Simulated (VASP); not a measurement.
## NaCl: single point with LDA

NaCl:

```
CELL_PARAMETERS angstrom
3.53420 0.00000 0.00000
0.00000 3.53420 0.00000
0.00000 0.00000 3.53420
ATOMIC_POSITIONS crystal
Na 0.00000 0.00000 0.00000
Cl 0.50000 0.50000 0.50000
```

This cell differs from its parent crystal: functional LDA, strained.

```json
{"Program": "VASP 6.6.1", "Task": "single point", "Functional": "LDA", "Potentials or basis": "VASP PAW LDA potentials, release 64 (Na_pv, Cl)", "Cutoff": "520 eV", "k mesh": "6 × 6 × 6", "Occupations": "gaussian, width 0.02 eV", "Spin": "no spin polarisation"}
```

```json
{"Pressure": "-3.6 GPa", "Band gap on the k mesh": "3.52 eV, indirect (least direct gap 4.01 eV)"}
```

Levels at points of the mesh, in eV from the valence-band top:
| k point | band 5 | band 6 | band 7 | band 8 | band 9 | band 10 |
| --- | --- | --- | --- | --- | --- | --- |
| (0.00, 0.00, 0.00) | -0.49 | -0.49 | -0.49 | 3.52 | 8.30 | 8.30 |
| (0.50, 0.00, 0.00) | -2.93 | -0.25 | -0.25 | 6.46 | 8.07 | 10.30 |
| (0.50, 0.50, 0.00) | -2.24 | -2.24 | 0.00 | 5.20 | 9.53 | 10.46 |
| (0.50, 0.50, 0.50) | -1.82 | -1.82 | -1.82 | 6.78 | 6.78 | 6.78 |

It took 9.8 s on 1 thread of Intel Xeon 6975P-C, with other jobs on the host, peak memory 0.14 GiB.

Caveat: the cell differs from its parent crystal (functional LDA, strained). A k mesh can miss the band edges.
